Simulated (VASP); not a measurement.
# LiMgBN2 (I-4m2) in VASP: notebook, part 3 of 3

VASP 6.6.1. The steps go on from the part before.

**5. Single point, PBE (strain -0.080 along x and y, +0.040 along z)**

INCAR reads:

```
PREC = Accurate ; ENCUT = 520
EDIFF = 1E-6 ; ISMEAR = 0
SIGMA = 0.05 ; LREAL = F
LASPH = T ; NELM = 100
ALGO = Normal ; ISIF = 2
LWAVE = F ; LCHARG = F
GGA = PE ; NBANDS = 17
```

KPOINTS reads:

```
regular mesh
0
Gamma
  8 8 8
```

POSCAR reads:

```
LiMgBN2
1.0
   -1.7568835200      1.7568835200      4.6212628800
    1.7568835200     -1.7568835200      4.6212628800
    1.7568835200      1.7568835200     -4.6212628800
Li Mg B N
1 1 1 2
Direct
    0.2500000000      0.7500000000      0.5000000000
    0.7500000000      0.2500000000      0.5000000000
    0.5000000000      0.5000000000      0.0000000000
    0.6512635000      0.6512635000      0.0000000000
    0.3487365000      0.3487365000      0.0000000000
```

Potentials or basis: VASP PAW PBE potentials, release 64 (Li_sv, Mg, B, N).

The run is started by

```bash
$ cat potpaw_PBE.64/Li_sv/POTCAR potpaw_PBE.64/Mg/POTCAR potpaw_PBE.64/B/POTCAR potpaw_PBE.64/N/POTCAR > POTCAR
$ mpirun -np 1 vasp_std > vasp.out
```

OUTCAR:

```text
PREC = Accurate
   ENCUT = 520
   EDIFF = 1E-6
   ISMEAR = 0
   LREAL = F
   LASPH = T
   NELM = 100
   ISIF = 2
   GGA = PE

 ion  position               nearest neighbor table
   1  0.250  0.750  0.500-   5 1.98   4 1.98   5 1.98   4 1.98   2 2.48   2 2.48   2 2.48   2 2.48

   2  0.750  0.250  0.500-   5 1.98   4 1.98   5 1.98   4 1.98   1 2.48   1 2.48   1 2.48   1 2.48
                             3 2.90   3 2.90   3 2.90   3 2.90
   3  0.500  0.500  0.000-   4 1.40   5 1.40   2 2.90   2 2.90   2 2.90   2 2.90
   4  0.651  0.651  0.000-   3 1.40   2 1.98   1 1.98   1 1.98   2 1.98
   5  0.349  0.349  0.000-   3 1.40   1 1.98   2 1.98   2 1.98   1 1.98

  LATTYP: Found a body centered tetragonal cell.
 ALAT       =     3.5137670400
 C/A-ratio  =     2.6303752226

  Lattice vectors:

 A1 = (  -1.7568835200,   1.7568835200,   4.6212628800)
 A2 = (   1.7568835200,  -1.7568835200,   4.6212628800)
 A3 = (   1.7568835200,   1.7568835200,  -4.6212628800)

Analysis of symmetry for initial positions (statically):
=====================================================================
 Subroutine PRICEL returns:
 Original cell was already a primitive cell.

 Routine SETGRP: Setting up the symmetry group for a
 body centered tetragonal supercell.

 Subroutine GETGRP returns: Found  8 space group operations
 (whereof  8 operations were pure point group operations)
 out of a pool of 16 trial point group operations.

The static configuration has the point symmetry D_2d.

Analysis of symmetry for dynamics (positions and initial velocities):
=====================================================================
 Subroutine PRICEL returns:
 Original cell was already a primitive cell.

 Routine SETGRP: Setting up the symmetry group for a
 body centered tetragonal supercell.

 Subroutine GETGRP returns: Found  8 space group operations
 (whereof  8 operations were pure point group operations)
 out of a pool of 16 trial point group operations.

The dynamic configuration has the point symmetry D_2d.

 Subroutine INISYM returns: Found  8 space group operations
 (whereof  8 operations are pure point group operations),
 and found     1 'primitive' translations

----------------------------------------------------------------------------------------

                                     Primitive cell

  volume of cell :      57.0567

  direct lattice vectors                    reciprocal lattice vectors
    -1.756883520  1.756883520  4.621262880     0.000000000  0.284594849  0.108195533
     1.756883520 -1.756883520  4.621262880     0.284594849  0.000000000  0.108195533
     1.756883520  1.756883520 -4.621262880     0.284594849  0.284594849  0.000000000

  length of vectors
     5.246841908  5.246841908  5.246841908     0.304467570  0.304467570  0.402477895

  position of ions in fractional coordinates (direct lattice)
     0.250000000  0.750000000  0.500000000
     0.750000000  0.250000000  0.500000000
     0.500000000  0.500000000  0.000000000
     0.651263500  0.651263500  0.000000000
     0.348736500  0.348736500  0.000000000

  ion indices of the primitive-cell ions
   primitive index   ion index
                 1           1
                 2           2
                 3           3
                 4           4
[... 24 lines left out ...]
 ===========================================

 Found     59 irreducible k-points:

 Following reciprocal coordinates:
            Coordinates               Weight
  0.000000  0.000000  0.000000      1.000000
  0.125000  0.000000 -0.000000      8.000000
  0.250000  0.000000 -0.000000      8.000000
  0.375000  0.000000 -0.000000      8.000000
  0.500000  0.000000 -0.000000      4.000000
  0.125000  0.125000 -0.000000      8.000000
[... 16 lines left out ...]
  0.250000  0.125000  0.125000     16.000000
  0.375000  0.125000  0.125000      8.000000
 [... further k-points ...]
   k-points           NKPTS =     59   k-points in BZ     NKDIM =     59   number of bands    NBANDS=     17
   number of dos      NEDOS =    301   number of ions     NIONS =      5
   total plane-waves  NPLWV =  64000
   dimension x,y,z NGX =    40 NGY =   40 NGZ =   40
   dimension x,y,z NGXF=    80 NGYF=   80 NGZF=   80
   ions per type =               1   1   1   2
   NGX,Y,Z   is equivalent  to a cutoff of  12.67, 12.67, 12.67 a.u.
   NGXF,Y,Z  is equivalent  to a cutoff of  25.35, 25.35, 25.35 a.u.
 SYSTEM =  unknown system
   PREC   = accura    normal or accurate (medium, high low for compatibility)
   ISTART =      0    job   : 0-new  1-cont  2-samecut
   ICHARG =      2    charge: 1-file 2-atom 10-const
   ISPIN  =      1    spin polarized calculation?
   LNONCOLLINEAR =      F non collinear calculations
   LSORBIT =      F    spin-orbit coupling
   LASPH  =      T    aspherical Exc in radial PAW
   ENCUT  =  520.0 eV  38.22 Ry    6.18 a.u.   9.76  9.76  9.76*2*pi/ulx,y,z
   NELM   =    100;   NELMIN=  2; NELMDL= -5     # of ELM steps
   EDIFF  = 0.1E-05   stopping-criterion for ELM
   LREAL  =      F    real-space projection
   EDIFFG = 0.1E-04   stopping-criterion for IOM
   NSW    =      0    number of steps for IOM
   IBRION =     -1    ionic relax: 0-MD 1-quasi-New 2-CG
   NFREE  =      0    steps in history (QN), initial steepest desc. (CG)
   ISIF   =      2    stress and relaxation
   ISYM   =      2    0-nonsym 1-usesym 2-fastsym
   POTIM  = 0.5000    time-step for ionic-motion
   TEBEG  =    0.0;   TEEND  =   0.0 temperature during run
   PSTRESS=    0.0 pullay stress
   NELECT =      18.0000    total number of electrons
   NUPDOWN=      -1.0000    fix difference up-down
   EMIN   =  10.00;   EMAX   =-10.00  energy-range for DOS
   EFERMI =   0.00;   METHOD = LEGACY
   ISMEAR =     0;   SIGMA  =   0.05  broadening in eV -4-tet -1-fermi 0-gaus
   EFERMI_NEDOS =   21; number of points for ismear=-14 and -15
   IALGO  =     38    algorithm
   IMIX   =      4    mixing-type and parameters
     AMIX     =   0.40;   BMIX     =  1.00
     AMIX_MAG =   1.60;   BMIX_MAG =  1.00
  volume/ion in A,a.u.               =      11.41        77.01
  Fermi-wavevector in a.u.,A,eV,Ry     =   1.114457  2.106019 16.898643  1.242015
  Thomas-Fermi vector in A             =   2.251053
   LORBIT       =      0    0 simple, 1 ext, 2 COOP (PROOUT), +10 PAW based schemes
   GGA     = PE    functional components
   LHFCALC =     F    Hartree Fock is set to
   AEXX    =    0.0000 exact exchange contribution
   IVDW    =     0    specifies the selected vdW correction
   LEPSILON=     F    determine dielectric tensor
   LRPA    =     F    only Hartree local field effects (RPA)
 non-spin polarized calculation
 Gauss-broadening in eV      SIGMA  =   0.05
  energy-cutoff  :      520.00
  volume of cell :       57.06
 maximum number of plane-waves:      1573
   NGX = 19   NGY = 19   NGZ = 19

 number of electron      18.0000005 magnetization

 Free energy of the ion-electron system (eV)
  ---------------------------------------------------
  ext. energy  EPLUGINS =         0.00000000
  ---------------------------------------------------
  free energy    TOTEN  =       -30.96894503 eV

  energy without entropy =      -30.96894503  energy(sigma->0) =      -30.96894503

 E-fermi :   1.7516     XC(G=0):  -9.1142

 val. band max:        1.5286364163   @ k =   0.5000   0.5000   0.5000
 cond. band min:       4.5588388347   @ k =   0.0000   0.0000   0.0000
 fundamental gap:      3.0302024184
 Fermi energy:         1.7516060549

 k-point     1 :       0.0000    0.0000    0.0000
  band No.  band energies     occupation
      1     -41.7425      2.00000
      2     -12.9153      2.00000
      3     -11.7825      2.00000
      4      -3.8046      2.00000
      5      -1.1663      2.00000
      6      -0.2450      2.00000
[... 457 lines left out ...]
      4      -3.2120      2.00000
      5      -2.6629      2.00000
      6      -1.4858      2.00000
[... 9 lines left out ...]
     16      13.5498      0.00000
     17      14.3602      0.00000

 [... further k-points ...]
[... 5 lines left out ...]
  --------------------------------------------------------------------------------------
  -------------------------------------------------------------------------------------
  Total        5.9805062      5.9805062     -5.8165469      0.0000000     -0.0000000      0.0000000
  in kB      167.9352740    167.9352740   -163.3312222      0.0000000     -0.0000000      0.0000000
  external PRESSURE =      57.5131086 kB  Pullay stress =       0.0000000 kB

 VOLUME and BASIS-vectors are now :
 -----------------------------------------------------------------------------
  energy-cutoff  :      520.00
  volume of cell :       57.06
      direct lattice vectors                 reciprocal lattice vectors
    -1.756883520  1.756883520  4.621262880     0.000000000  0.284594849  0.108195533
     1.756883520 -1.756883520  4.621262880     0.284594849  0.000000000  0.108195533
     1.756883520  1.756883520 -4.621262880     0.284594849  0.284594849  0.000000000

 POSITION                                       TOTAL-FORCE (eV/Angst)
 -----------------------------------------------------------------------------------
      1.75688     -0.00000      2.31063        -0.000000      0.000000     -0.000000
     -0.00000      1.75688      2.31063        -0.000000      0.000000      0.000000
      0.00000      0.00000      4.62126        -0.000000      0.000000      0.000000
      0.00000      0.00000      6.01932         0.000000     -0.000000     -3.625653
      0.00000      0.00000      3.22321         0.000000     -0.000000      3.625653
 -----------------------------------------------------------------------------------
    total drift:                                0.000000     -0.000000     -0.000000

  FREE ENERGIE OF THE ION-ELECTRON SYSTEM (eV)
  ---------------------------------------------------
  free  energy   TOTEN  =       -30.9689450264 eV

  energy  without entropy=      -30.9689450264  energy(sigma->0) =      -30.96894503
```

OSZICAR:

```text
N       E                     dE             d eps       ncg     rms          rms(c)
DAV:   1     0.813423154687E+02    0.81342E+02   -0.84807E+03  2006   0.102E+03
DAV:   2    -0.278844054882E+02   -0.10923E+03   -0.10280E+03  2586   0.230E+02
DAV:   3    -0.371409915577E+02   -0.92566E+01   -0.92131E+01  3416   0.608E+01
DAV:   4    -0.372652342974E+02   -0.12424E+00   -0.12395E+00  2758   0.687E+00
DAV:   5    -0.372685142964E+02   -0.32800E-02   -0.32793E-02  3015   0.930E-01    0.132E+01
DAV:   6    -0.312018410962E+02    0.60667E+01   -0.15438E+01  2609   0.251E+01    0.468E+00
DAV:   7    -0.310628416867E+02    0.13900E+00   -0.91337E-01  2738   0.621E+00    0.325E+00
DAV:   8    -0.309677755227E+02    0.95066E-01   -0.27992E-01  2635   0.343E+00    0.540E-01
DAV:   9    -0.309647328240E+02    0.30427E-02   -0.22519E-02  3009   0.111E+00    0.275E-01
DAV:  10    -0.309679675371E+02   -0.32347E-02   -0.36795E-03  2258   0.467E-01    0.144E-01
DAV:  11    -0.309688129978E+02   -0.84546E-03   -0.72802E-04  2457   0.165E-01    0.591E-02
DAV:  12    -0.309689281066E+02   -0.11511E-03   -0.26185E-04  2409   0.951E-02    0.192E-02
DAV:  13    -0.309689455809E+02   -0.17474E-04   -0.46625E-05  2414   0.440E-02    0.605E-03
DAV:  14    -0.309689450264E+02    0.55451E-06   -0.17611E-06  2426   0.107E-02
   1 F= -.30968945E+02 E0= -.30968945E+02  d E =-.254504E-12
```

stdout:

```text
POSCAR found type information on POSCAR LiMgB N
 POSCAR found :  4 types and       5 ions
 scaLAPACK will be used
 LDA part: xc-table for (Slater+PW92), standard interpolation
 POSCAR, INCAR and KPOINTS ok, starting setup
 FFT: planning ... GRIDC
 FFT: planning ... GRID_SOFT
 FFT: planning ... GRID
 WAVECAR not read
 entering main loop
```

Run time: 60 s. Hardware: 1 thread of Intel Xeon 6975P-C (Granite Rapids), shared host; peak memory 0.27 GiB.

What came out:

| Item | Value |
| --- | --- |
| Free energy | -30.9689 eV |
| Largest force | 3.626 eV/Å |
| Band gap on the k mesh | 3.03 eV, indirect (least direct gap 4.00 eV) |

Forces on the atoms (eV/Å):
```
Li   0.000  0.000  0.000
Mg   0.000  0.000  0.000
B    0.000  0.000  0.000
N    0.000  0.000 -3.626
N    0.000  0.000  3.626
```

Levels at points of the mesh, in eV from the valence-band top:
```
           k point  band 7  band 8  band 9  band 10  band 11  band 12
(0.00, 0.00, 0.00)   -1.77   -1.35   -1.35     3.03     5.91     7.59
(0.50, 0.00, 0.00)   -1.97   -1.47   -0.58     5.07     6.51     7.00
(0.50, 0.50, 0.00)   -2.99   -2.07   -0.77     5.05     5.18     6.30
(0.50, 0.50, 0.50)   -2.61    0.00    0.00     4.00     6.35     6.35
```

Caveat: the cell differs from its parent crystal (strain -0.080 along x and y, +0.040 along z); the cutoff is under 1.25 times the usual one of these potentials, so pressure, stress and relaxed cells hold a basis-set (Pulay) error; forces of over 1 eV/Å act on the atoms, so gaps and moduli don't describe the material at rest. A k mesh can miss the band edges.

**6. Overview**

```csv
cell,gap on the mesh (eV),largest force (eV/Å)
"a = 4.937 Å, angles 138.3, 138.3, 60.4°, 5 atoms",3.20,1.38
"a = 5.091 Å, angles 139.6, 139.6, 58.4°, 5 atoms",3.13,1.56
"a = 4.841 Å, angles 135.5, 135.5, 64.8°, 5 atoms",2.97,6.55
"a = 5.247 Å, angles 140.9, 140.9, 56.5°, 5 atoms",3.03,3.63
```

Alike in all rows: task single point; level PBE; potentials or basis VASP PAW PBE potentials, release 64 (Li_sv, Mg, B, N); no spin polarisation; k mesh 8 × 8 × 8; cutoff (eV) 520; smearing gaussian 0.05 eV.

Caveats: the cutoff is under 1.25 times the usual one of these potentials, so pressure, stress and relaxed cells hold a basis-set (Pulay) error; forces of over 1 eV/Å act on the atoms, so gaps and moduli don't describe the material at rest.

Absolute energies hang on the potentials; compare differences alone.
